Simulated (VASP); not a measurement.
Crystal: GeW.

```xyz
2
Lattice="0.0000 2.5776 2.5776 2.5776 0.0000 2.5776 2.5776 2.5776 0.0000" Properties=species:S:1:pos:R:3 pbc="T T T"
Ge    2.5776    2.5776    2.5776
W     0.0000    0.0000    0.0000
```

| Item | Value |
| --- | --- |
| Program | VASP 6.6.1 |
| Task | relaxation of cell and atoms |
| Functional | RPBE |
| Potentials or basis | VASP PAW PBE potentials, release 64 (Ge_d, W_sv) |
| Cutoff | 600 eV |
| k mesh | 9 × 9 × 9 |
| Occupations | fermi-dirac, width 0.05 eV |
| Spin | no spin polarisation |

At the start: pressure 3.4 GPa; volume 17.13 Å³/atom.

Where does the relaxation end?

Over 3 steps the energy falls by 3.5 meV/atom and the volume is 17.47 Å³/atom (+2.0 %); space group Fm-3m (No. 225, to 0.1 Å) before and after.

The path:
```csv
step,energy change (eV),largest force (eV/Å),pressure (GPa),volume (Å³)
1,0.0000,0.0000,3.35,34.25
2,0.0108,0.0000,-4.85,36.06
3,-0.0069,0.0000,-0.02,34.93
```

Final structure:
```
Ge W
1.0
     0.00000    2.59454    2.59454
     2.59454    0.00000    2.59454
     2.59454    2.59454    0.00000
Ge W
1 1
Direct
  0.50000 0.50000 0.50000
  0.00000 0.00000 0.00000
```

Caveat: the PAW data sets were made with another functional, which shifts forces and pressure a little.
